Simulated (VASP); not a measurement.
# Ta4H in VASP: relaxation of the atoms with PBEsol

Aim: the relaxation of the atoms of Ta4H with PBEsol.

Program: VASP 6.6.1. These are calculated values, not measurements. Logs are shortened: lines on timing, memory, paths and dates and some standing lists are left out, and cuts for length are marked.

## (1) The cell of the first run

The cell holds a slab with vacuum, 5 atoms: a = 2.841 Å, b = 2.841 Å, c = 25.959 Å, α = 90.00°, β = 90.00°, γ = 109.47°.

## (2) Relaxation of the atoms, PBEsol

Contents of INCAR:

```
SYSTEM = Ta4H
  ALGO = Fast
  DIPOL = 0.5 0.5 0.502
  EDIFF = 1E-6
  EDIFFG = -0.03
  ENCUT = 520
  GGA = PS
  IBRION = 2
  IDIPOL = 3
  ISIF = 2
  ISMEAR = 0
  LASPH = .True.
  LCHARG = .False.
  LDIPOL = .True.
  LREAL = .False.
  LWAVE = .False.
  NELM = 100
  NSW = 90
  PREC = Accurate
  SIGMA = 0.1
```

Contents of KPOINTS:

```
k-points
0
Gamma
  11 11 1
  0 0 0
```

Contents of POSCAR:

```
Ta4H
1.0
    2.8410132459      0.0000000000      0.0000000000
   -0.9470044153      2.6785329755      0.0000000000
    0.0000000000      0.0000000000     25.9590328048
Ta H
4 1
Selective dynamics
Direct
    0.5000000000      0.5000000000      0.3274390099  F F F
    0.0000000000      0.0000000000      0.4167981790  F F F
    0.5000000000      0.5000000000      0.5058470200  T T T
    0.0000000000      0.0000000000      0.5912936046  T T T
    0.0000000000      0.0000000000      0.6691085222  T T T
```

Potentials or basis: VASP PAW PBE potentials, release 64 (Ta_pv, H).

Launch:

```console
$ cat potpaw_PBE.64/Ta_pv/POTCAR potpaw_PBE.64/H/POTCAR > POTCAR
$ mpirun -np 1 vasp_std > vasp.out
```

OUTCAR:

```text
SYSTEM = Ta4H
   EDIFF = 1E-6
   EDIFFG = -0.03
   ENCUT = 520
   GGA = PS
   IBRION = 2
   ISIF = 2
   ISMEAR = 0
   LASPH = .True.
   LREAL = .False.
   NELM = 100
   NSW = 90
   PREC = Accurate

 ion  position               nearest neighbor table
   1  0.500  0.500  0.327-   2 2.84   2 2.84   2 3.28   2 3.28
   2  0.000  0.000  0.417-   3 2.83   3 2.83   1 2.84   1 2.84   3 3.27   3 3.27   1 3.28   1 3.28

   3  0.500  0.500  0.506-   4 2.76   4 2.76   2 2.83   2 2.83   4 3.21   4 3.21   2 3.27   2 3.27

   4  0.000  0.000  0.591-   5 2.02   3 2.76   3 2.76   3 3.21   3 3.21
   5  0.000  0.000  0.669-   4 2.02

  LATTYP: Found a base centered orthorhombic cell.
 ALAT       =     3.2805195246
 B/A-ratio  =     1.4142135624
 C/A-ratio  =     7.9130859031

  Lattice vectors:

 A1 = (   2.8410132459,   0.0000000000,   0.0000000000)
 A2 = (  -0.9470044153,   2.6785329755,   0.0000000000)
 A3 = (   0.0000000000,   0.0000000000,  25.9590328048)

Analysis of symmetry for initial positions (statically):
=====================================================================
 Subroutine PRICEL returns:
 Original cell was already a primitive cell.

 Routine SETGRP: Setting up the symmetry group for a
 base centered orthorhombic supercell.

 Subroutine GETGRP returns: Found  4 space group operations
 (whereof  4 operations were pure point group operations)
 out of a pool of  8 trial point group operations.

The static configuration has the point symmetry C_2v.

Analysis of symmetry for dynamics (positions and initial velocities):
=====================================================================
 Subroutine PRICEL returns:
 Original cell was already a primitive cell.

 Routine SETGRP: Setting up the symmetry group for a
 base centered orthorhombic supercell.

 Subroutine GETGRP returns: Found  4 space group operations
 (whereof  4 operations were pure point group operations)
 out of a pool of  8 trial point group operations.

The dynamic configuration has the point symmetry C_2v.

Analysis of constrained symmetry for selective dynamics:
=====================================================================
 Subroutine PRICEL returns:
 Original cell was already a primitive cell.

 Routine SETGRP: Setting up the symmetry group for a
 base centered orthorhombic supercell.

 Subroutine GETGRP returns: Found  4 space group operations
 (whereof  4 operations were pure point group operations)
 out of a pool of  8 trial point group operations.

The constrained configuration has the point symmetry C_2v.

 Subroutine INISYM returns: Found  4 space group operations
 (whereof  4 operations are pure point group operations),
 and found     1 'primitive' translations

----------------------------------------------------------------------------------------

                                     Primitive cell

  volume of cell :     197.5417

  direct lattice vectors                    reciprocal lattice vectors
     2.841013246  0.000000000  0.000000000     0.351987095  0.124446231  0.000000000
    -0.947004415  2.678532976  0.000000000     0.000000000  0.373338693  0.000000000
     0.000000000  0.000000000 25.959032805     0.000000000  0.000000000  0.038522236

  length of vectors
     2.841013246  2.841013246 25.959032805     0.373338693  0.373338693  0.038522236

  position of ions in fractional coordinates (direct lattice)
     0.500000000  0.500000000  0.327439010
     0.000000000  0.000000000  0.416798179
     0.500000000  0.500000000  0.505847020
     0.000000000  0.000000000  0.591293605
     0.000000000  0.000000000  0.669108522

  ion indices of the primitive-cell ions
   primitive index   ion index
                 1           1
                 2           2
                 3           3
                 4           4
                 5           5

----------------------------------------------------------------------------------------

 KPOINTS: k-points

Automatic generation of k-mesh.
 Grid dimensions read from file:
 generate k-points for:   11   11    1

 Generating k-lattice:

  Cartesian coordinates                     Fractional coordinates (reciprocal lattice)
     0.031998827  0.011313294  0.000000000     0.090909091  0.000000000  0.000000000
     0.000000000  0.033939881  0.000000000     0.000000000  0.090909091  0.000000000
     0.000000000  0.000000000  0.038522236     0.000000000  0.000000000  1.000000000

  Length of vectors
     0.033939881  0.033939881  0.038522236

  Shift w.r.t. Gamma in fractional coordinates (k-lattice)
     0.000000000  0.000000000  0.000000000

 Subroutine IBZKPT returns following result:
 ===========================================

 Found     36 irreducible k-points:

 Following reciprocal coordinates:
            Coordinates               Weight
  0.000000  0.000000  0.000000      1.000000
  0.090909 -0.000000  0.000000      4.000000
  0.181818  0.000000  0.000000      4.000000
  0.272727  0.000000  0.000000      4.000000
  0.363636 -0.000000  0.000000      4.000000
  0.454545 -0.000000  0.000000      4.000000
[... 16 lines left out ...]
 -0.272727  0.181818  0.000000      4.000000
 -0.181818  0.181818  0.000000      2.000000
 [... further k-points ...]
   k-points           NKPTS =     36   k-points in BZ     NKDIM =     36   number of bands    NBANDS=     27
   number of dos      NEDOS =    301   number of ions     NIONS =      5
   total plane-waves  NPLWV = 112896
   dimension x,y,z NGX =    24 NGY =   24 NGZ =  196
   dimension x,y,z NGXF=    48 NGYF=   48 NGZF=  392
   ions per type =               4   1
   NGX,Y,Z   is equivalent  to a cutoff of  14.04, 14.04, 12.55 a.u.
   NGXF,Y,Z  is equivalent  to a cutoff of  28.09, 28.09, 25.10 a.u.
 SYSTEM =  Ta4H
   PREC   = accura    normal or accurate (medium, high low for compatibility)
   ISTART =      0    job   : 0-new  1-cont  2-samecut
   ICHARG =      2    charge: 1-file 2-atom 10-const
   ISPIN  =      1    spin polarized calculation?
   LNONCOLLINEAR =      F non collinear calculations
   LSORBIT =      F    spin-orbit coupling
   LASPH  =      T    aspherical Exc in radial PAW
   ENCUT  =  520.0 eV  38.22 Ry    6.18 a.u.   5.28  5.28 48.27*2*pi/ulx,y,z
   NELM   =    100;   NELMIN=  2; NELMDL= -5     # of ELM steps
   EDIFF  = 0.1E-05   stopping-criterion for ELM
   LREAL  =      F    real-space projection
   EDIFFG = -.3E-01   stopping-criterion for IOM
   NSW    =     90    number of steps for IOM
   IBRION =      2    ionic relax: 0-MD 1-quasi-New 2-CG
   NFREE  =      1    steps in history (QN), initial steepest desc. (CG)
   ISIF   =      2    stress and relaxation
   ISYM   =      2    0-nonsym 1-usesym 2-fastsym
   POTIM  = 0.5000    time-step for ionic-motion
   TEBEG  =    0.0;   TEEND  =   0.0 temperature during run
   PSTRESS=    0.0 pullay stress
   NELECT =      45.0000    total number of electrons
   NUPDOWN=      -1.0000    fix difference up-down
   EMIN   =  10.00;   EMAX   =-10.00  energy-range for DOS
   EFERMI =   0.00;   METHOD = LEGACY
   ISMEAR =     0;   SIGMA  =   0.10  broadening in eV -4-tet -1-fermi 0-gaus
   EFERMI_NEDOS =   21; number of points for ismear=-14 and -15
   IALGO  =     68    algorithm
   IMIX   =      4    mixing-type and parameters
     AMIX     =   0.40;   BMIX     =  1.00
     AMIX_MAG =   1.60;   BMIX_MAG =  1.00
  volume/ion in A,a.u.               =      39.51       266.62
  Fermi-wavevector in a.u.,A,eV,Ry     =   0.999830  1.889404 13.601195  0.999660
  Thomas-Fermi vector in A             =   2.132146
   LORBIT       =      0    0 simple, 1 ext, 2 COOP (PROOUT), +10 PAW based schemes
   GGA     = PS    functional components
   LHFCALC =     F    Hartree Fock is set to
   AEXX    =    0.0000 exact exchange contribution
   IVDW    =     0    specifies the selected vdW correction
   LEPSILON=     F    determine dielectric tensor
   LRPA    =     F    only Hartree local field effects (RPA)
 conjugate gradient relaxation of ions
 non-spin polarized calculation
 RMM-DIIS sequential band-by-band and
 Gauss-broadening in eV      SIGMA  =   0.10
  energy-cutoff  :      520.00
  volume of cell :      197.54
 maximum number of plane-waves:      5364
 NGX is ok and might be reduce to    24
   NGX = 11   NGY = 11   NGZ = 97

 dipolmoment           0.000000      0.000000     -0.022091 electrons x Angstroem

--------------------------------------- Ionic step        1  -------------------------------------------

 number of electron      45.0000007 magnetization

 Free energy of the ion-electron system (eV)
  ---------------------------------------------------
  ext. energy  EPLUGINS =         0.00000000
  ---------------------------------------------------
  free energy    TOTEN  =       -50.40743218 eV

  energy without entropy =      -50.38528025  energy(sigma->0) =      -50.39635621

------------------------ aborting loop because EDIFF is reached ----------------------------------------

  FORCE on cell =-STRESS in cart. coord.  units (eV):
  Direction    XX          YY          ZZ          XY          YZ          ZX
  --------------------------------------------------------------------------------------
  -------------------------------------------------------------------------------------
  Total       -2.8898330     -2.3908693     -2.5371796      0.7056411      0.0000000      0.0000000
  in kB      -23.4382165    -19.3913328    -20.5779937      5.7231578      0.0000000      0.0000000
  external PRESSURE =     -21.1358477 kB  Pullay stress =       0.0000000 kB
[... 98 lines left out ...]
  FREE ENERGIE OF THE ION-ELECTRON SYSTEM (eV)
  ---------------------------------------------------
  free  energy   TOTEN  =       -50.6296034637 eV

  energy  without entropy=      -50.6054834523  energy(sigma->0) =      -50.61754346

[... ionic steps 4 to 8 ...]

--------------------------------------- Ionic step        9  -------------------------------------------

 number of electron      45.0000005 magnetization

------------------------ aborting loop because EDIFF is reached ----------------------------------------

  FORCE on cell =-STRESS in cart. coord.  units (eV):
  Direction    XX          YY          ZZ          XY          YZ          ZX
  --------------------------------------------------------------------------------------
  -------------------------------------------------------------------------------------
  Total       -4.3639391     -4.0196700     -0.9368110      0.4868701      0.0000000      0.0000000
  in kB      -35.3940698    -32.6018480     -7.5980787      3.9487979      0.0000000      0.0000000
  external PRESSURE =     -25.1979989 kB  Pullay stress =       0.0000000 kB
[... 63 lines left out ...]
  energy  without entropy=      -50.6065800562  energy(sigma->0) =      -50.61864578

--------------------------------------- Ionic step       11  -------------------------------------------

 number of electron      45.0000005 magnetization

 dipolmoment           0.000000      0.000000      0.069502 electrons x Angstroem

 Free energy of the ion-electron system (eV)
  ---------------------------------------------------
  ext. energy  EPLUGINS =         0.00000000
  ---------------------------------------------------
  free energy    TOTEN  =       -50.63098144 eV

  energy without entropy =      -50.60687552  energy(sigma->0) =      -50.61892848

 E-fermi :  -1.5377     XC(G=0):  -5.5757

 val. band max:       -1.5710722762   @ k =  -0.0909   0.0909   0.0000
 cond. band min:      -1.4989118765   @ k =   0.1818   0.0000   0.0000
 fundamental gap:      0.0721603997
 Fermi energy:        -1.5377256928

 k-point     1 :       0.0000    0.0000    0.0000
  band No.  band energies     occupation
      1     -35.8486      2.00000
      2     -35.6045      2.00000
      3     -35.2338      2.00000
      4     -35.1519      2.00000
      5     -35.1053      2.00000
      6     -34.9128      2.00000
[... 709 lines left out ...]
     26      -0.3968      0.00000
     27      -0.1776      0.00000

 [... further k-points ...]

------------------------ aborting loop because EDIFF is reached ----------------------------------------

 vacuum level on the upper side and lower side of the slab       (xc-potential included)         0.779        -0.851

  FORCE on cell =-STRESS in cart. coord.  units (eV):
  Direction    XX          YY          ZZ          XY          YZ          ZX
  --------------------------------------------------------------------------------------
  -------------------------------------------------------------------------------------
  Total       -4.3839282     -4.0430311     -0.9085330      0.4821014      0.0000000      0.0000000
  in kB      -35.5561931    -32.7913202     -7.3687278      3.9101208      0.0000000      0.0000000
  external PRESSURE =     -25.2387470 kB  Pullay stress =       0.0000000 kB

 VOLUME and BASIS-vectors are now :
 -----------------------------------------------------------------------------
  energy-cutoff  :      520.00
  volume of cell :      197.54
      direct lattice vectors                 reciprocal lattice vectors
     2.841013246  0.000000000  0.000000000     0.351987095  0.124446231  0.000000000
    -0.947004415  2.678532976  0.000000000     0.000000000  0.373338693  0.000000000
     0.000000000  0.000000000 25.959032805     0.000000000  0.000000000  0.038522236
[... 11 lines left out ...]
  FREE ENERGIE OF THE ION-ELECTRON SYSTEM (eV)
  ---------------------------------------------------
  free  energy   TOTEN  =       -50.6309814365 eV

  energy  without entropy=      -50.6068755235  energy(sigma->0) =      -50.61892848

 reached required accuracy - stopping structural energy minimisation

 vacuum level on the upper side and lower side of the slab         5.009         3.352
```

It took 38 min on 1 thread of Oxide Virtual Turin-like, shared host; peak memory 0.4 GiB.

Results:

```
Free energy               : -50.6310 eV
Energy gained by relaxing : 44.7 meV/atom
Ionic steps               : 11
Band gap on the k mesh    : zero (an odd number of electrons rules out a gap without spin polarisation)
```

The path:
```csv
step,energy change (eV),largest force on free atoms (eV/Å),pressure (GPa)
1,0.0000,2.0009,-2.11
2,-0.2054,0.6410,-2.34
3,-0.2222,0.1104,-2.27
4,-0.2225,0.0413,-2.28
5,-0.2226,0.0387,-2.30
6,-0.2229,0.0375,-2.34
7,-0.2233,0.0364,-2.42
8,-0.2234,0.0401,-2.59
9,-0.2235,0.0381,-2.52
10,-0.2233,0.0862,-2.53
11,-0.2235,0.0075,-2.52
```

Final structure:
```xyz
5
Lattice="2.8410 0.0000 0.0000 -0.9470 2.6785 0.0000 0.0000 0.0000 25.9590" Properties=species:S:1:pos:R:3 pbc="T T T"
Ta    0.9470    1.3393    8.5000
Ta    0.0000    0.0000   10.8197
Ta    0.9470    1.3393   13.1038
Ta    0.0000    0.0000   15.5075
H     0.0000    0.0000   17.3108
```

Caveat: the PAW data sets were made with another functional, which shifts forces and pressure a little; spin-orbit coupling is left out, which moves the levels of the heavy elements.
